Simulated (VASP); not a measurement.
# ZrS2 (P-3m1) in VASP: further runs

ZrS2 is run at these levels: PBE+D3(BJ); tasks: phonons.

Program: VASP 6.6.1. These are calculated values, not measurements. Logs are shortened: lines on timing, memory, paths and dates and some standing lists are left out, and cuts for length are marked.

**1. The cell of the first run**

It takes space group P-3m1 (No. 164, trigonal). Conventional cell: a = 3.646 Å, b = 3.646 Å, c = 5.799 Å, α = 90.00°, β = 90.00°, γ = 120.00°. Zr (site symmetry -3m) has 6 S at 2.56 Å within 3.4 Å. S (site symmetry 3m) has 3 Zr at 2.56 Å within 3.4 Å.

**2. Phonons, PBE+D3(BJ) (22.25 Å³/atom)**

The input, INCAR:

```
PREC = Accurate
ENCUT = 500
EDIFF = 1E-8
ISMEAR = 0
SIGMA = 0.01
LREAL = False
LASPH = True
NELM = 120
ALGO = Normal
ISIF = 2
LWAVE = False
LCHARG = False
GGA = PE
IVDW = 12
NBANDS = 19
IBRION = 6
NFREE = 2
POTIM = 0.015
NSW = 1
GGA_COMPAT = False
```

The input, KPOINTS:

```
regular mesh
0
Gamma
  12 12 6
```

The input, POSCAR:

```
ZrS2
1.0
    3.6456695697      0.0000000000      0.0000000000
   -1.8228347848      3.1572424612      0.0000000000
    0.0000000000      0.0000000000      5.7992610093
Zr S
1 2
Direct
    0.0000000000      0.0000000000      0.0000000000
    0.3333333333      0.6666666667      0.2514846462
    0.6666666667      0.3333333333      0.7485153538
```

Potentials or basis: VASP PAW PBE potentials, release 64 (Zr_sv, S).

Launch:

```bash
$ cat potpaw_PBE.64/Zr_sv/POTCAR potpaw_PBE.64/S/POTCAR > POTCAR
$ mpirun -np 1 vasp_std > vasp.out
```

OUTCAR:

```text
PREC = Accurate
   ENCUT = 500
   EDIFF = 1E-8
   ISMEAR = 0
   LREAL = False
   LASPH = True
   NELM = 120
   ISIF = 2
   GGA = PE
   IVDW = 12
   IBRION = 6
   NFREE = 2
   POTIM = 0.015
   NSW = 1
 IVDW          = 12

 ion  position               nearest neighbor table
   1  0.000  0.000  0.000-   2 2.56   3 2.56   3 2.56   2 2.56   3 2.56   2 2.56
   2  0.333  0.667  0.251-   1 2.56   1 2.56   1 2.56
   3  0.667  0.333  0.749-   1 2.56   1 2.56   1 2.56

  LATTYP: Found a hexagonal cell.
 ALAT       =     3.6456695697
 C/A-ratio  =     1.5907259005

  Lattice vectors:

 A1 = (   3.6456695697,   0.0000000000,   0.0000000000)
 A2 = (  -1.8228347848,   3.1572424612,   0.0000000000)
 A3 = (   0.0000000000,   0.0000000000,   5.7992610093)

Analysis of symmetry for initial positions (statically):
=====================================================================
 Subroutine PRICEL returns:
 Original cell was already a primitive cell.

 Routine SETGRP: Setting up the symmetry group for a
 hexagonal supercell.

 Subroutine GETGRP returns: Found 12 space group operations
 (whereof 12 operations were pure point group operations)
 out of a pool of 24 trial point group operations.

The static configuration has the point symmetry D_3d.

Analysis of symmetry for dynamics (positions and initial velocities):
=====================================================================
 Subroutine PRICEL returns:
 Original cell was already a primitive cell.

 Routine SETGRP: Setting up the symmetry group for a
 hexagonal supercell.

 Subroutine GETGRP returns: Found 12 space group operations
 (whereof 12 operations were pure point group operations)
 out of a pool of 24 trial point group operations.

The dynamic configuration has the point symmetry D_3d.

 Subroutine INISYM returns: Found 12 space group operations
 (whereof 12 operations are pure point group operations),
 and found     1 'primitive' translations

----------------------------------------------------------------------------------------

                                     Primitive cell

  volume of cell :      66.7510

  direct lattice vectors                    reciprocal lattice vectors
[... 124 lines left out ...]
  volume of cell :       66.75
 maximum number of plane-waves:      1725
 NGX is ok and might be reduce to    28
   NGX = 13   NGY = 13   NGZ = 21

--------------------------------------- Ionic step        1  -------------------------------------------

 number of electron      24.0000001 magnetization

 Free energy of the ion-electron system (eV)
  ---------------------------------------------------
  ext. energy  EPLUGINS =         0.00000000
  ---------------------------------------------------
  free energy    TOTEN  =       -21.38853512 eV

  energy without entropy =      -21.38853512  energy(sigma->0) =      -21.38853512

------------------------ aborting loop because EDIFF is reached ----------------------------------------

 Edisp (eV)   -1.06630

 E8    (eV) :    -0.4525
[... 319 lines left out ...]
--------------------------------------- Ionic step        9  -------------------------------------------

 number of electron      24.0000001 magnetization

 Free energy of the ion-electron system (eV)
  ---------------------------------------------------
  ext. energy  EPLUGINS =         0.00000000
  ---------------------------------------------------
  free energy    TOTEN  =       -21.38761292 eV

  energy without entropy =      -21.38761292  energy(sigma->0) =      -21.38761292

 E-fermi :   5.1554     XC(G=0):  -9.7009

 val. band max:        4.9574989053   @ k =   0.0000   0.0000   0.0000
 cond. band min:       5.7471794107   @ k =   0.5000   0.0000   0.5000
 fundamental gap:      0.7896805054
 Fermi energy:         5.1554184543

 k-point     1 :       0.0000    0.0000    0.0000
  band No.  band energies     occupation
      1     -44.0758      2.00000
      2     -22.1511      2.00000
      3     -21.9882      2.00000
      4     -21.9882      2.00000
      5      -7.9162      2.00000
      6      -6.3548      2.00000
[... 505 lines left out ...]
      6      -6.4979      2.00000
[... 11 lines left out ...]
     18      11.9053      0.00000
     19      12.6174      0.00000

 [... further k-points ...]

------------------------ aborting loop because EDIFF is reached ----------------------------------------

 Edisp (eV)   -1.06606

 E8    (eV) :    -0.4524
[... 26 lines left out ...]
  FREE ENERGIE OF THE ION-ELECTRON SYSTEM (eV)
  ---------------------------------------------------
  free  energy   TOTEN  =       -22.4536694032 eV

  energy  without entropy=      -22.4536694032  energy(sigma->0) =      -22.45366940

 INTERNAL STRAIN TENSORS FROM DISPLACED ATOMS
 ============================================

 INTERNAL STRAIN TENSOR FOR ION    1 for displacements in x,y,z  (eV/Angst):
          X           Y           Z          XY          YZ          ZX
  --------------------------------------------------------------------------------
  x     0.00000     0.00000     0.00000     0.00000     0.00000     0.00000
  y     0.00000     0.00000     0.00000     0.00000     0.00000     0.00000
  z     0.00000     0.00000     0.00000     0.00000     0.00000     0.00000

 INTERNAL STRAIN TENSOR FOR ION    3 for displacements in x,y,z  (eV/Angst):
          X           Y           Z          XY          YZ          ZX
  --------------------------------------------------------------------------------
  x    -0.00000     0.00000    -0.00000    -3.48444     0.00000    10.16585
  y    -3.48444     3.48444     0.00000     0.00000    10.16585     0.00000
  z     9.76776     9.76776    15.18950     0.00000     0.00000    -0.00000

 Eigenvectors and eigenvalues of the dynamical matrix
 ----------------------------------------------------

   1 f  =    9.650438 THz    60.635491 2PiTHz  321.903966 cm-1    39.910987 meV
             X         Y         Z           dx          dy          dz
      0.000000  0.000000  0.000000    -0.000000    0.000000   -0.642532
     -0.000000  2.104828  1.458425    -0.000000    0.000000    0.541827
      1.822835  1.052414  4.340836     0.000000    0.000000    0.541827
[... 43 lines left out ...]
   9 f/i=    0.001424 THz     0.008944 2PiTHz    0.047484 cm-1     0.005887 meV
             X         Y         Z           dx          dy          dz
      0.000000  0.000000  0.000000    -0.732298   -0.225013    0.000000
     -0.000000  2.104828  1.458425    -0.434437   -0.133489    0.000000
      1.822835  1.052414  4.340836    -0.434437   -0.133489    0.000000

 ELASTIC MODULI CONTR FROM IONIC RELAXATION (kBar)
 Direction    XX          YY          ZZ          XY          YZ          ZX
 --------------------------------------------------------------------------------
 XX        -465.3360   -305.2615   -599.1641     -0.0000    233.5086      0.0000
 YY        -305.2615   -465.3360   -599.1641     -0.0000   -233.5086     -0.0000
 ZZ        -599.1641   -599.1641   -931.7383     -0.0000      0.0000     -0.0000
 XY          -0.0000     -0.0000     -0.0000    -80.0373     -0.0000    233.5085
 YZ         233.5086   -233.5086      0.0000     -0.0000   -681.2609     -0.0000
 ZX           0.0000     -0.0000     -0.0000    233.5085     -0.0000   -681.2608
 --------------------------------------------------------------------------------
```

OSZICAR:

```text
N       E                     dE             d eps       ncg     rms          rms(c)
DAV:   1     0.163819528253E+03    0.16382E+03   -0.11699E+04  3800   0.113E+03
DAV:   2    -0.137682167929E+02   -0.17759E+03   -0.17317E+03  4875   0.275E+02
DAV:   3    -0.232409337491E+02   -0.94727E+01   -0.94190E+01  6320   0.574E+01
DAV:   4    -0.234542572207E+02   -0.21332E+00   -0.21284E+00  5313   0.760E+00
[... 103 lines left out ...]
DAV:   8    -0.213876129586E+02   -0.62652E-07   -0.23528E-07  4355   0.276E-03    0.117E-03
DAV:   9    -0.213876129430E+02    0.15630E-07   -0.78675E-09  2699   0.531E-04    0.881E-04
DAV:  10    -0.213876129191E+02    0.23908E-07   -0.46166E-09  2596   0.450E-04    0.170E-04
DAV:  11    -0.213876129211E+02   -0.20668E-08   -0.12916E-09  2404   0.198E-04
   9 F= -.22453669E+02 E0= -.22453669E+02  d E =-.212525-174
```

It took 8.4 min on 1 thread of Intel Xeon 6975P-C (Granite Rapids), shared host; peak memory 0.79 GiB.

What came out:

| Quantity | Value |
| --- | --- |
| Highest phonon frequency at Γ, LO-TO splitting left out | 322 cm⁻¹ |
| Dispersion energy per atom | -0.355 eV |

Phonon frequencies in cm⁻¹ (negative: imaginary):
```csv
q point,frequencies
"(0.000, 0.000, 0.000)",0 0 0 155 155 249 249 318 322
```

**3. Phonons, PBE+D3(BJ)**

This run uses another cell than the first one, of 19.51 Å³/atom.

The input, INCAR:

```
SYSTEM = ZrS2
  PREC = Accurate
  ENCUT = 500
  EDIFF = 1E-8
  ISMEAR = 0
  SIGMA = 0.01
  LREAL = .False.
  LASPH = .True.
  NELM = 120
  ALGO = Normal
  ISIF = 2
  LWAVE = .False.
  LCHARG = .False.
  GGA = PE
  IVDW = 12
  IBRION = 6
  NFREE = 2
  POTIM = 0.015
  NSW = 1
  GGA_COMPAT = .False.
```

The input, KPOINTS:

```
Automatic mesh
0
Gamma
  12 12 8
  0 0 0
```

The input, POSCAR:

```
ZrS2
1.0
    3.5427721150      0.0000000000      0.0000000000
   -1.7713860575      3.0681306514      0.0000000000
    0.0000000000      0.0000000000      5.3843114482
Zr S
1 2
Direct
    0.0000000000      0.0000000000      0.0000000000
    0.3333333333      0.6666666667      0.2745830324
    0.6666666667      0.3333333333      0.7254169676
```

Potentials or basis: VASP PAW PBE potentials, release 64 (Zr_sv, S).

Launch:

```bash
$ cat potpaw_PBE.64/Zr_sv/POTCAR potpaw_PBE.64/S/POTCAR > POTCAR
$ mpirun -np 1 vasp_std > vasp.out
```

OUTCAR:

```text
SYSTEM = ZrS2
   PREC = Accurate
   ENCUT = 500
   EDIFF = 1E-8
   ISMEAR = 0
   LREAL = .False.
   LASPH = .True.
   NELM = 120
   ISIF = 2
   GGA = PE
   IVDW = 12
   IBRION = 6
   NFREE = 2
   POTIM = 0.015
   NSW = 1
 IVDW          = 12

 ion  position               nearest neighbor table
   1  0.000  0.000  0.000-   2 2.52   3 2.52   2 2.52   3 2.52   3 2.52   2 2.52
   2  0.333  0.667  0.275-   1 2.52   1 2.52   1 2.52
   3  0.667  0.333  0.725-   1 2.52   1 2.52   1 2.52

  LATTYP: Found a hexagonal cell.
 ALAT       =     3.5427721150
 C/A-ratio  =     1.5198018031

  Lattice vectors:

 A1 = (   3.5427721150,   0.0000000000,   0.0000000000)
 A2 = (  -1.7713860575,   3.0681306514,   0.0000000000)
 A3 = (   0.0000000000,   0.0000000000,   5.3843114482)

Analysis of symmetry for initial positions (statically):
=====================================================================
[... 979 lines left out ...]
------------------------ aborting loop because EDIFF is reached ----------------------------------------

 Edisp (eV)   -1.23212

 E8    (eV) :    -0.5249
[... 26 lines left out ...]
  FREE ENERGIE OF THE ION-ELECTRON SYSTEM (eV)
  ---------------------------------------------------
  free  energy   TOTEN  =       -22.3448934401 eV

  energy  without entropy=      -22.3448934401  energy(sigma->0) =      -22.34489344

 INTERNAL STRAIN TENSORS FROM DISPLACED ATOMS
 ============================================

 INTERNAL STRAIN TENSOR FOR ION    1 for displacements in x,y,z  (eV/Angst):
          X           Y           Z          XY          YZ          ZX
  --------------------------------------------------------------------------------
  x     0.00000     0.00000     0.00000     0.00000     0.00000     0.00000
  y     0.00000     0.00000     0.00000     0.00000     0.00000     0.00000
  z     0.00000     0.00000     0.00000     0.00000     0.00000     0.00000

 INTERNAL STRAIN TENSOR FOR ION    3 for displacements in x,y,z  (eV/Angst):
          X           Y           Z          XY          YZ          ZX
  --------------------------------------------------------------------------------
  x     0.00000     0.00000     0.00000    -4.25834     0.00000    10.67816
  y    -4.25834     4.25834     0.00000     0.00000    10.67816     0.00000
  z    10.75299    10.75299    14.19263     0.00000     0.00000     0.00000

 Eigenvectors and eigenvalues of the dynamical matrix
 ----------------------------------------------------

   1 f  =   10.580666 THz    66.480288 2PiTHz  352.933041 cm-1    43.758100 meV
             X         Y         Z           dx          dy          dz
      0.000000  0.000000  0.000000    -0.000000   -0.000000   -0.000000
     -0.000000  2.045420  1.478441    -0.000000    0.000000   -0.707107
      1.771386  1.022710  3.905871     0.000000    0.000000    0.707107
[... 43 lines left out ...]
   9 f/i=    0.005264 THz     0.033072 2PiTHz    0.175572 cm-1     0.021768 meV
             X         Y         Z           dx          dy          dz
      0.000000  0.000000  0.000000    -0.700165   -0.309819    0.000000
     -0.000000  2.045420  1.478441    -0.415950   -0.184055    0.000000
      1.771386  1.022710  3.905871    -0.415950   -0.184055    0.000000

 ELASTIC MODULI CONTR FROM IONIC RELAXATION (kBar)
 Direction    XX          YY          ZZ          XY          YZ          ZX
 --------------------------------------------------------------------------------
 XX        -553.1919   -308.8188   -568.8741     -0.0000    306.3935      0.0000
 YY        -308.8188   -553.1919   -568.8741      0.0000   -306.3935     -0.0000
 ZZ        -568.8741   -568.8741   -750.8440      0.0000     -0.0000     -0.0000
 XY          -0.0000      0.0000      0.0000   -122.1866      0.0000    306.3935
 YZ         306.3935   -306.3935     -0.0000      0.0000   -768.3087     -0.0000
 ZX           0.0000     -0.0000     -0.0000    306.3935     -0.0000   -768.3085
 --------------------------------------------------------------------------------
```

OSZICAR:

```text
N       E                     dE             d eps       ncg     rms          rms(c)
DAV:   1     0.170607812156E+03    0.17061E+03   -0.12255E+04  4192   0.137E+03
DAV:   2    -0.137886704946E+02   -0.18440E+03   -0.18191E+03  5536   0.319E+02
DAV:   3    -0.227331254093E+02   -0.89445E+01   -0.89093E+01  7352   0.655E+01
[... 105 lines left out ...]
DAV:   5    -0.211127743709E+02    0.12325E-05   -0.50456E-05  5600   0.417E-02    0.232E-02
DAV:   6    -0.211127745340E+02   -0.16316E-06   -0.51237E-06  5424   0.136E-02    0.154E-02
DAV:   7    -0.211127745063E+02    0.27706E-07   -0.66631E-07  5544   0.477E-03    0.567E-03
DAV:   8    -0.211127745483E+02   -0.41965E-07   -0.33206E-07  5120   0.328E-03    0.138E-03
DAV:   9    -0.211127745343E+02    0.13940E-07   -0.36328E-08  5008   0.117E-03    0.490E-04
DAV:  10    -0.211127745266E+02    0.76975E-08   -0.44203E-09  2760   0.404E-04
   9 F= -.22344893E+02 E0= -.22344893E+02  d E =-.171058E-12
```

stdout:

```text
POSCAR found type information on POSCAR ZrS
 POSCAR found :  2 types and       3 ions
 scaLAPACK will be used
 LDA part: xc-table for (Slater+PW92), standard interpolation
 POSCAR, INCAR and KPOINTS ok, starting setup
 FFT: planning ... GRIDC
 FFT: planning ... GRID_SOFT
 FFT: planning ... GRID
 WAVECAR not read
 entering main loop
 Found     4 degrees of freedom:
 Finite differences POTIM= 0.01500 DOF=   4
 bond charge predicted
 Finite differences progress:
 bond charge predicted
 Finite differences progress:
 bond charge predicted
 Finite differences progress:
 bond charge predicted
 Finite differences progress:
 bond charge predicted
 Finite differences progress:
 bond charge predicted
 Finite differences progress:
 bond charge predicted
 Finite differences progress:
 bond charge predicted
 Finite differences progress:
```

Wall time 12 min (1 thread of AMD EPYC 9R45 (Zen 5), shared host); peak memory 0.82 GiB.

Results:

```yaml
Highest_phonon_frequency_at_Γ_LO-TO_splitting_left_out: 353 cm⁻¹
Dispersion_energy_per_atom: -0.411 eV
```

Phonon frequencies in cm⁻¹ (negative: imaginary):
```tsv
q point	frequencies
(0.000, 0.000, 0.000)	0 0 0 177 177 263 263 345 353
```

Caveat: the cell stands under pressure or tension, which shifts response properties.

(Part 1 of 2 ends here.)
